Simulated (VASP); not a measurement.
Crystal: BAs.

```
B As
1.0
     2.12755    0.00000    0.00000
     0.00000    3.17406    0.00000
     0.00000    0.00000    4.95098
B As
1 1
Direct
  0.00000 0.50000 0.00000
  0.50000 0.50000 0.50000
```

| Property | Result |
| --- | --- |
| Program | VASP 6.6.1 |
| Task | relaxation of cell and atoms |
| Functional | RPBE |
| Dispersion | D4 |
| Potentials or basis | VASP PAW PBE potentials, release 64 (B, As) |
| Cutoff | 600 eV |
| k mesh | 12 × 8 × 6 |
| Occupations | fermi-dirac, width 0.05 eV |
| Spin | no spin polarisation |

At the start: pressure 0.8 GPa; volume 16.72 Å³/atom.

Q: How do energy, volume and symmetry change on relaxing?

A: Over 21 steps the energy falls by 1255.4 meV/atom and the volume is 12.33 Å³/atom (-26.2 %); space group P4/mmm (No. 123, to 0.05 Å).

Step by step:
| step | energy change (eV) | largest force (eV/Å) | pressure (GPa) | volume (Å³) |
| --- | --- | --- | --- | --- |
| 1 | 0.0000 | 0.0000 | 0.84 | 33.43 |
| 2 | -0.8011 | 0.0000 | -5.25 | 33.43 |
| 3 | -1.0571 | 0.0000 | -14.15 | 33.13 |
| 4 | -1.4500 | 0.0000 | -19.55 | 32.01 |
| 5 | -1.8803 | 0.0000 | -11.53 | 26.94 |
| 6 | -1.6348 | 0.0000 | 32.00 | 21.23 |
| 7 | -2.0196 | 0.0000 | -3.67 | 25.12 |
| 8 | -2.0357 | 0.0000 | 4.87 | 24.20 |
| 9 | -2.0363 | 0.0000 | 0.32 | 24.55 |
| 10 | -2.2970 | 0.0000 | 10.87 | 23.02 |
| 11 | -2.3220 | 0.0000 | 18.02 | 21.91 |
| 12 | -2.3409 | 0.0000 | 13.71 | 22.40 |
| 13 | -2.4928 | 0.0000 | 3.22 | 24.18 |
| 14 | -2.4938 | 0.0000 | 3.81 | 24.06 |
| 15 | -2.5105 | 0.0000 | -0.66 | 24.76 |
| 16 | -2.5107 | 0.0000 | -0.26 | 24.70 |
| 17 | -2.5107 | 0.0000 | -0.17 | 24.68 |
| 18 | -2.5108 | 0.0000 | 0.13 | 24.64 |
| 19 | -2.5108 | 0.0000 | 0.12 | 24.65 |
| 20 | -2.5108 | 0.0000 | 0.12 | 24.65 |
| 21 | -2.5108 | 0.0000 | -0.01 | 24.67 |

Final structure:
```
B As
1.0
     3.11410    0.00000    0.00000
     0.00000    2.53231    0.00000
     0.00000    0.00000    3.12785
B As
1 1
Direct
  0.00000 0.50000 0.00000
  0.50000 0.50000 0.50000
```

Caveat: the volume moved by over 15 % at a fixed basis, so the end points are rough; the PAW data sets were made with another functional, which shifts forces and pressure a little.
